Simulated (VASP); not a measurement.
Wanted: the native input for a VASP 6.6.1 run.

```
Task                   : single point
Functional             : PBE
Potentials or basis    : VASP PAW PBE potentials, release 64 (Cs_sv)
Cutoff                 : 520 eV
k mesh                 : 9 × 9 × 9
Occupations            : fermi-dirac, width 0.08 eV
Spin                   : no spin polarisation
Dipole correction      : no
Further INCAR settings : ALGO = Normal; EDIFF = 1e-06; NBANDS = 16
```

The structure of Cs lies in POSCAR:

```
Cs
1.0
   -4.1911648593      4.1911648593      2.2695319659
    4.1911648593     -4.1911648593      2.2695319659
    4.1911648593      4.1911648593     -2.2695319659
Cs
2
Direct
   -0.3750000000     -0.1250000000     -0.2500000000
    0.3750000000      0.1250000000      0.2500000000
```

These files were run (other wordings do the same):

INCAR

```
SYSTEM = Cs
ALGO = Normal ; EDIFF = 1E-6
ENCUT = 520 ; GGA = PE
ISIF = 2 ; ISMEAR = -1
LASPH = .True. ; LCHARG = .True.
LELF = .True. ; LREAL = .False.
LVHAR = .True. ; LWAVE = .False.
NBANDS = 16 ; NELM = 60
PREC = Accurate ; SIGMA = 0.08
```

KPOINTS

```
k-points
0
Gamma
  9 9 9
  0 0 0
```

Potentials or basis: VASP PAW PBE potentials, release 64 (Cs_sv).

Launch:

```bash
$ cat potpaw_PBE.64/Cs_sv/POTCAR > POTCAR
$ mpirun -np 1 vasp_std > vasp.out
```

Results of the run:

```yaml
Pressure: 1.5 GPa
Band_gap_on_the_k_mesh: zero (bands 9 and 10 overlap by 0.95 eV)
```

Caveat: spin-orbit coupling is left out, which moves the levels of the heavy elements.

Run time: 4.1 min on 1 thread of Intel Xeon 8259CL (shared host), peak memory 0.4 GiB.
